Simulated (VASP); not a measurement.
# Ir (Immm) in VASP: further runs

Runs on Ir. Level: LDA. Tasks: single point.

All numbers are computed with VASP 6.6.1; they aren't measurements. Logs are shortened: lines on timing, memory, paths and dates and some standing lists are left out, and cuts for length are marked.

**1. The cell of the first run**

It takes space group Immm (No. 71, orthorhombic). The conventional cell has a = 2.596 Å, b = 2.793 Å, c = 3.811 Å, α = 90.00°, β = 90.00°, γ = 90.00°. Within 3.4 Å of Ir (site symmetry mmm) lie 12 Ir at 2.60 to 2.79 Å.

**2. Single point, LDA (engineering shear strain xz -0.0733, engineering shear strain yz +0.0000)**

The input, INCAR:

```
PREC = Accurate
ENCUT = 520
EDIFF = 1E-6
ISMEAR = 0
SIGMA = 0.15
LREAL = F
LASPH = T
NELM = 100
ALGO = Fast
ISIF = 2
LWAVE = F
LCHARG = F
GGA = CA
NBANDS = 10
```

The input, KPOINTS:

```
Automatic mesh
0
Gamma
  20 20 20
```

The input, POSCAR:

```
Ir
1.0
   -0.0698331319      1.9054060557      1.9054060557
    1.8355729238      0.0000000000      1.8355729238
    1.9054060557      1.9054060557     -0.0698331319
Ir
1
Direct
    0.0000000000      0.0000000000      0.0000000000
```

Potentials or basis: VASP PAW LDA potentials, release 64 (Ir).

The run is started by

```bash
$ cat potpaw_LDA.64/Ir/POTCAR > POTCAR
$ mpirun -np 1 vasp_std > vasp.out
```

OUTCAR:

```text
PREC = Accurate
   ENCUT = 520
   EDIFF = 1E-6
   ISMEAR = 0
   LREAL = F
   LASPH = T
   NELM = 100
   ISIF = 2
   GGA = CA

 ion  position               nearest neighbor table
   1  0.000  0.000  0.000-

  LATTYP: Found a body centered orthorhombic cell.
 ALAT       =     2.5958921236
 B/A-ratio  =     1.0760886489
 C/A-ratio  =     1.4680163620

  Lattice vectors:

 A1 = (   1.9054060557,  -1.9054060557,  -0.0698331319)
 A2 = (  -1.9054060557,  -1.9054060557,   0.0698331319)
 A3 = (   0.0698331319,   1.9054060557,  -1.9054060557)

Analysis of symmetry for initial positions (statically):
=====================================================================
 Subroutine PRICEL returns:
 Original cell was already a primitive cell.

 Routine SETGRP: Setting up the symmetry group for a
 body centered orthorhombic supercell.

 Subroutine GETGRP returns: Found  8 space group operations
 (whereof  8 operations were pure point group operations)
 out of a pool of  8 trial point group operations.

The static configuration has the point symmetry D_2h.

Analysis of symmetry for dynamics (positions and initial velocities):
=====================================================================
 Subroutine PRICEL returns:
 Original cell was already a primitive cell.

 Routine SETGRP: Setting up the symmetry group for a
 body centered orthorhombic supercell.

 Subroutine GETGRP returns: Found  8 space group operations
 (whereof  8 operations were pure point group operations)
 out of a pool of  8 trial point group operations.

The dynamic configuration has the point symmetry D_2h.

 Subroutine INISYM returns: Found  8 space group operations
 (whereof  8 operations are pure point group operations),
 and found     1 'primitive' translations

----------------------------------------------------------------------------------------

                                     Primitive cell

  volume of cell :      13.8168

  direct lattice vectors                    reciprocal lattice vectors
    -0.069833132  1.905406056  1.905406056    -0.253133901  0.262411258  0.253133901
     1.835572924  0.000000000  1.835572924     0.272394517 -0.262411258  0.272394517
     1.905406056  1.905406056 -0.069833132     0.253133901  0.262411258 -0.253133901

  length of vectors
     2.695555813  2.595892124  2.695555813     0.443861703  0.466108586  0.443861703

  position of ions in fractional coordinates (direct lattice)
     0.000000000  0.000000000  0.000000000

  ion indices of the primitive-cell ions
   primitive index   ion index
                 1           1

----------------------------------------------------------------------------------------

 KPOINTS: Automatic mesh

Automatic generation of k-mesh.
 Grid dimensions read from file:
 generate k-points for:   20   20   20

 Generating k-lattice:

  Cartesian coordinates                     Fractional coordinates (reciprocal lattice)
    -0.012656695  0.013120563  0.012656695     0.050000000  0.000000000  0.000000000
     0.013619726 -0.013120563  0.013619726     0.000000000  0.050000000 -0.000000000
     0.012656695  0.013120563 -0.012656695     0.000000000  0.000000000  0.050000000

  Length of vectors
     0.022193085  0.023305429  0.022193085

  Shift w.r.t. Gamma in fractional coordinates (k-lattice)
     0.000000000  0.000000000  0.000000000

 Subroutine IBZKPT returns following result:
 ===========================================

 Found   1166 irreducible k-points:

 Following reciprocal coordinates:
            Coordinates               Weight
  0.000000  0.000000  0.000000      1.000000
  0.050000  0.000000 -0.000000      4.000000
  0.100000  0.000000 -0.000000      4.000000
  0.150000  0.000000 -0.000000      4.000000
  0.200000  0.000000 -0.000000      4.000000
  0.250000  0.000000 -0.000000      4.000000
[... 16 lines left out ...]
 -0.450000  0.050000  0.000000      8.000000
 -0.400000  0.050000  0.000000      8.000000
 [... further k-points ...]
   k-points           NKPTS =   1166   k-points in BZ     NKDIM =   1166   number of bands    NBANDS=     10
   number of dos      NEDOS =    301   number of ions     NIONS =      1
   total plane-waves  NPLWV =   8000
   dimension x,y,z NGX =    20 NGY =   20 NGZ =   20
   dimension x,y,z NGXF=    40 NGYF=   40 NGZF=   40
   ions per type =               1
   NGX,Y,Z   is equivalent  to a cutoff of  12.33, 12.81, 12.33 a.u.
   NGXF,Y,Z  is equivalent  to a cutoff of  24.67, 25.62, 24.67 a.u.
 SYSTEM =  unknown system
   PREC   = accura    normal or accurate (medium, high low for compatibility)
   ISTART =      0    job   : 0-new  1-cont  2-samecut
   ICHARG =      2    charge: 1-file 2-atom 10-const
   ISPIN  =      1    spin polarized calculation?
   LNONCOLLINEAR =      F non collinear calculations
   LSORBIT =      F    spin-orbit coupling
   LASPH  =      T    aspherical Exc in radial PAW
   ENCUT  =  520.0 eV  38.22 Ry    6.18 a.u.   5.01  4.83  5.01*2*pi/ulx,y,z
   NELM   =    100;   NELMIN=  2; NELMDL= -5     # of ELM steps
   EDIFF  = 0.1E-05   stopping-criterion for ELM
   LREAL  =      F    real-space projection
   EDIFFG = 0.1E-04   stopping-criterion for IOM
   NSW    =      0    number of steps for IOM
   IBRION =     -1    ionic relax: 0-MD 1-quasi-New 2-CG
   NFREE  =      0    steps in history (QN), initial steepest desc. (CG)
   ISIF   =      2    stress and relaxation
   ISYM   =      2    0-nonsym 1-usesym 2-fastsym
   POTIM  = 0.5000    time-step for ionic-motion
   TEBEG  =    0.0;   TEEND  =   0.0 temperature during run
   PSTRESS=    0.0 pullay stress
   NELECT =       9.0000    total number of electrons
   NUPDOWN=      -1.0000    fix difference up-down
   EMIN   =  10.00;   EMAX   =-10.00  energy-range for DOS
   EFERMI =   0.00;   METHOD = LEGACY
   ISMEAR =     0;   SIGMA  =   0.15  broadening in eV -4-tet -1-fermi 0-gaus
   EFERMI_NEDOS =   21; number of points for ismear=-14 and -15
   IALGO  =     68    algorithm
   IMIX   =      4    mixing-type and parameters
     AMIX     =   0.40;   BMIX     =  1.00
     AMIX_MAG =   1.60;   BMIX_MAG =  1.00
  volume/ion in A,a.u.               =      13.82        93.24
  Fermi-wavevector in a.u.,A,eV,Ry     =   1.419121  2.681750 27.400827  2.013904
  Thomas-Fermi vector in A             =   2.540175
   LORBIT       =      0    0 simple, 1 ext, 2 COOP (PROOUT), +10 PAW based schemes
   GGA     = CA    functional components
   LHFCALC =     F    Hartree Fock is set to
   AEXX    =    0.0000 exact exchange contribution
   IVDW    =     0    specifies the selected vdW correction
   LEPSILON=     F    determine dielectric tensor
   LRPA    =     F    only Hartree local field effects (RPA)
 non-spin polarized calculation
 RMM-DIIS sequential band-by-band and
 Gauss-broadening in eV      SIGMA  =   0.15
  energy-cutoff  :      520.00
  volume of cell :       13.82
 maximum number of plane-waves:       386
   NGX =  9   NGY =  9   NGZ =  9

 number of electron       8.9999999 magnetization

 Free energy of the ion-electron system (eV)
  ---------------------------------------------------
  ext. energy  EPLUGINS =         0.00000000
  ---------------------------------------------------
  free energy    TOTEN  =       -10.26111105 eV

  energy without entropy =      -10.25152011  energy(sigma->0) =      -10.25631558

 E-fermi :  10.6754     XC(G=0): -14.2720

 val. band max:       10.6752602174   @ k =   0.3500  -0.3000   0.0500
 cond. band min:      10.6762238861   @ k =  -0.3500  -0.1500   0.2000
 fundamental gap:      0.0009636687
 Fermi energy:        10.6754382843

 k-point     1 :       0.0000    0.0000    0.0000
  band No.  band energies     occupation
      1      -0.6269      2.00000
      2       6.1071      2.00000
      3       6.4866      2.00000
      4       7.2967      2.00000
      5       9.5671      2.00000
      6       9.6010      2.00000
      7      24.9712      0.00000
      8      29.5845      0.00000
      9      30.7927      0.00000
     10      31.9733      0.00000

 k-point     2 :       0.0500    0.0000   -0.0000
  band No.  band energies     occupation
      1      -0.5193      2.00000
      2       6.0973      2.00000
      3       6.4811      2.00000
      4       7.3421      2.00000
      5       9.5493      2.00000
      6       9.5764      2.00000
      7      25.1492      0.00000
      8      29.2642      0.00000
      9      30.7877      0.00000
     10      32.1414      0.00000

 k-point     3 :       0.1000    0.0000   -0.0000
  band No.  band energies     occupation
      1      -0.2061      2.00000
      2       6.0385      2.00000
      3       6.5008      2.00000
      4       7.4624      2.00000
      5       9.5151      2.00000
      6       9.5216      2.00000
      7      25.6485      0.00000
      8      28.2727      0.00000
      9      31.1972      0.00000
     10      32.6355      0.00000

 k-point     4 :       0.1500    0.0000   -0.0000
  band No.  band energies     occupation
      1       0.2807      2.00000
      2       5.9317      2.00000
      3       6.5624      2.00000
      4       7.6060      2.00000
      5       9.4891      2.00000
      6       9.5245      2.00000
      7      26.3418      0.00000
      8      27.0083      0.00000
      9      32.0359      0.00000
     10      33.4248      0.00000
[... 222 lines left out ...]
 k-point    22 :       0.5000    0.0500   -0.0000
  band No.  band energies     occupation
      1       2.3746      2.00000
      2       6.1913      2.00000
      3       7.1305      2.00000
      4       9.1412      2.00000
      5      11.2822      0.00000
      6      12.2388      0.00000
      7      17.7418      0.00000
      8      25.1376      0.00000
      9      30.4391      0.00000
     10      31.7274      0.00000

 k-point    23 :      -0.4500    0.0500    0.0000
  band No.  band energies     occupation
      1       2.3760      2.00000
      2       6.2045      2.00000
      3       7.1415      2.00000
      4       9.0095      2.00000
      5      11.1772      0.00000
      6      12.2799      0.00000
      7      17.9099      0.00000
      8      25.1734      0.00000
      9      30.5890      0.00000
     10      31.7409      0.00000

 k-point    24 :      -0.4000    0.0500    0.0000
  band No.  band energies     occupation
      1       2.3723      2.00000
      2       6.2724      2.00000
      3       7.2099      2.00000
      4       8.3071      2.00000
      5      10.8627      0.07741
      6      11.9982      0.00000
      7      19.0075      0.00000
      8      25.4645      0.00000
      9      31.1306      0.00000
     10      32.3680      0.00000

 [... further k-points ...]

------------------------ aborting loop because EDIFF is reached ----------------------------------------

  FORCE on cell =-STRESS in cart. coord.  units (eV):
  Direction    XX          YY          ZZ          XY          YZ          ZX
  --------------------------------------------------------------------------------------
  -------------------------------------------------------------------------------------
  Total        0.6000284      0.2187419      0.6000284      0.0000000      0.0000000      1.9170993
  in kB       69.5782517     25.3649320     69.5782517      0.0000000      0.0000000    222.3035077
  external PRESSURE =      54.8404784 kB  Pullay stress =       0.0000000 kB

 VOLUME and BASIS-vectors are now :
 -----------------------------------------------------------------------------
  energy-cutoff  :      520.00
  volume of cell :       13.82
      direct lattice vectors                 reciprocal lattice vectors
    -0.069833132  1.905406056  1.905406056    -0.253133901  0.262411258  0.253133901
     1.835572924  0.000000000  1.835572924     0.272394517 -0.262411258  0.272394517
     1.905406056  1.905406056 -0.069833132     0.253133901  0.262411258 -0.253133901

 POSITION                                       TOTAL-FORCE (eV/Angst)
 -----------------------------------------------------------------------------------
      0.00000      0.00000      0.00000        -0.000000      0.000000     -0.000000
 -----------------------------------------------------------------------------------
    total drift:                                0.000000     -0.000000     -0.000000

  FREE ENERGIE OF THE ION-ELECTRON SYSTEM (eV)
  ---------------------------------------------------
  free  energy   TOTEN  =       -10.2611110503 eV

  energy  without entropy=      -10.2515201143  energy(sigma->0) =      -10.25631558
```

Run time: 2.4 min. Hardware: 1 thread of Intel Xeon Platinum 8488C (Sapphire Rapids), shared host; peak memory 0.27 GiB.

What came out:

| Quantity | Value |
| --- | --- |
| Free energy | -10.2611 eV |
| Pressure | 5.5 GPa |
| Band gap on the k mesh | zero (an odd number of electrons rules out a gap without spin polarisation) |

Stress tensor (GPa, compression positive):
```
 6.96  0.00 22.23
 0.00  2.54  0.00
22.23  0.00  6.96
```

Caveat: the cell differs from its parent crystal (engineering shear strain xz -0.0733, engineering shear strain yz +0.0000); the cell stands under pressure; spin-orbit coupling is left out, which moves the levels of the heavy elements.

**3. Single point, LDA (engineering shear strain xz -0.0550, engineering shear strain yz +0.0000)**

The input, INCAR:

```
PREC = Accurate ; ENCUT = 520
EDIFF = 1E-6 ; ISMEAR = 0
SIGMA = 0.15 ; LREAL = False
LASPH = True ; NELM = 100
ALGO = Fast ; ISIF = 2
LWAVE = False ; LCHARG = False
NBANDS = 10
```

KPOINTS is that of step 2.

The input, POSCAR:

```
Ir
1.0
   -0.0523986665      1.9054060557      1.9054060557
    1.8530073892      0.0000000000      1.8530073892
    1.9054060557      1.9054060557     -0.0523986665
Ir
1
Direct
    0.0000000000      0.0000000000      0.0000000000
```

Potentials or basis: VASP PAW LDA potentials, release 64 (Ir).

The run is started by

```bash
$ cat potpaw_LDA.64/Ir/POTCAR > POTCAR
$ mpirun -np 1 vasp_std > vasp.out
```

OUTCAR:

```text
PREC = Accurate
   ENCUT = 520
   EDIFF = 1E-6
   ISMEAR = 0
   LREAL = False
   LASPH = True
   NELM = 100
   ISIF = 2

 ion  position               nearest neighbor table
   1  0.000  0.000  0.000-

  LATTYP: Found a body centered orthorhombic cell.
 ALAT       =     2.6205481810
 B/A-ratio  =     1.0565552699
 C/A-ratio  =     1.4542041772

  Lattice vectors:

 A1 = (   1.9054060557,  -1.9054060557,  -0.0523986665)
 A2 = (  -1.9054060557,  -1.9054060557,   0.0523986665)
 A3 = (   0.0523986665,   1.9054060557,  -1.9054060557)

Analysis of symmetry for initial positions (statically):
=====================================================================
 Subroutine PRICEL returns:
 Original cell was already a primitive cell.

 Routine SETGRP: Setting up the symmetry group for a
 body centered orthorhombic supercell.

 Subroutine GETGRP returns: Found  8 space group operations
 (whereof  8 operations were pure point group operations)
 out of a pool of  8 trial point group operations.

The static configuration has the point symmetry D_2h.

Analysis of symmetry for dynamics (positions and initial velocities):
=====================================================================
 Subroutine PRICEL returns:
 Original cell was already a primitive cell.

 Routine SETGRP: Setting up the symmetry group for a
 body centered orthorhombic supercell.

 Subroutine GETGRP returns: Found  8 space group operations
 (whereof  8 operations were pure point group operations)
 out of a pool of  8 trial point group operations.

The dynamic configuration has the point symmetry D_2h.

 Subroutine INISYM returns: Found  8 space group operations
 (whereof  8 operations are pure point group operations),
 and found     1 'primitive' translations

----------------------------------------------------------------------------------------

[... 114 lines left out ...]
   LORBIT       =      0    0 simple, 1 ext, 2 COOP (PROOUT), +10 PAW based schemes
   GGA     = CA    functional components
   LHFCALC =     F    Hartree Fock is set to
   AEXX    =    0.0000 exact exchange contribution
   IVDW    =     0    specifies the selected vdW correction
   LEPSILON=     F    determine dielectric tensor
   LRPA    =     F    only Hartree local field effects (RPA)
 non-spin polarized calculation
 RMM-DIIS sequential band-by-band and
 Gauss-broadening in eV      SIGMA  =   0.15
  energy-cutoff  :      520.00
  volume of cell :       13.82
 maximum number of plane-waves:       387
   NGX =  9   NGY =  9   NGZ =  9

 number of electron       8.9999999 magnetization

 Free energy of the ion-electron system (eV)
  ---------------------------------------------------
  ext. energy  EPLUGINS =         0.00000000
  ---------------------------------------------------
  free energy    TOTEN  =       -10.29246995 eV

  energy without entropy =      -10.28364806  energy(sigma->0) =      -10.28805901

 E-fermi :  10.6466     XC(G=0): -14.2714

 val. band max:       10.6461151865   @ k =   0.4000   0.5000   0.1000
 cond. band min:      10.6502275323   @ k =  -0.3500   0.1500   0.0500
 fundamental gap:      0.0041123458
 Fermi energy:        10.6466272345

 k-point     1 :       0.0000    0.0000    0.0000
  band No.  band energies     occupation
      1      -0.6326      2.00000
      2       6.2195      2.00000
      3       6.5426      2.00000
      4       7.1106      2.00000
      5       9.5076      2.00000
      6       9.5280      2.00000
      7      24.9924      0.00000
      8      29.8439      0.00000
      9      30.7466      0.00000
     10      31.6331      0.00000
[... 287 lines left out ...]
 k-point    24 :      -0.4000    0.0500   -0.0000
  band No.  band energies     occupation
      1       2.3887      2.00000
      2       6.3579      2.00000
      3       7.0399      2.00000
      4       8.3608      2.00000
      5      10.8964      0.01855
      6      11.9262      0.00000
      7      19.1195      0.00000
      8      25.3836      0.00000
      9      31.0952      0.00000
     10      32.1390      0.00000

 [... further k-points ...]

------------------------ aborting loop because EDIFF is reached ----------------------------------------

  FORCE on cell =-STRESS in cart. coord.  units (eV):
  Direction    XX          YY          ZZ          XY          YZ          ZX
  --------------------------------------------------------------------------------------
  -------------------------------------------------------------------------------------
  Total        0.6615546      0.4468182      0.6615546     -0.0000000      0.0000000      1.4437792
  in kB       76.6676585     51.7818307     76.6676585     -0.0000000      0.0000000    167.3197921
  external PRESSURE =      68.3723826 kB  Pullay stress =       0.0000000 kB

 VOLUME and BASIS-vectors are now :
 -----------------------------------------------------------------------------
  energy-cutoff  :      520.00
  volume of cell :       13.82
      direct lattice vectors                 reciprocal lattice vectors
    -0.052398667  1.905406056  1.905406056    -0.255388086  0.262411258  0.255388086
     1.853007389  0.000000000  1.853007389     0.269831628 -0.262411258  0.269831628
     1.905406056  1.905406056 -0.052398667     0.255388086  0.262411258 -0.255388086

 POSITION                                       TOTAL-FORCE (eV/Angst)
 -----------------------------------------------------------------------------------
      0.00000      0.00000      0.00000        -0.000000      0.000000     -0.000000
 -----------------------------------------------------------------------------------
    total drift:                                0.000000     -0.000000     -0.000000

  FREE ENERGIE OF THE ION-ELECTRON SYSTEM (eV)
  ---------------------------------------------------
  free  energy   TOTEN  =       -10.2924699544 eV

  energy  without entropy=      -10.2836480578  energy(sigma->0) =      -10.28805901
```

It took 88 s on 1 thread of Intel Xeon Platinum 8375C at 2.90GHz (Ice Lake), shared host; peak memory 0.27 GiB.

What came out:

```
Free energy            : -10.2925 eV
Pressure               : 6.8 GPa
Band gap on the k mesh : zero (an odd number of electrons rules out a gap without spin polarisation)
```

Stress tensor (GPa, compression positive):
```
 7.67  0.00 16.73
 0.00  5.18  0.00
16.73  0.00  7.67
```

Caveat: the cell differs from its parent crystal (engineering shear strain xz -0.0550, engineering shear strain yz +0.0000); the cell stands under pressure; spin-orbit coupling is left out, which moves the levels of the heavy elements.
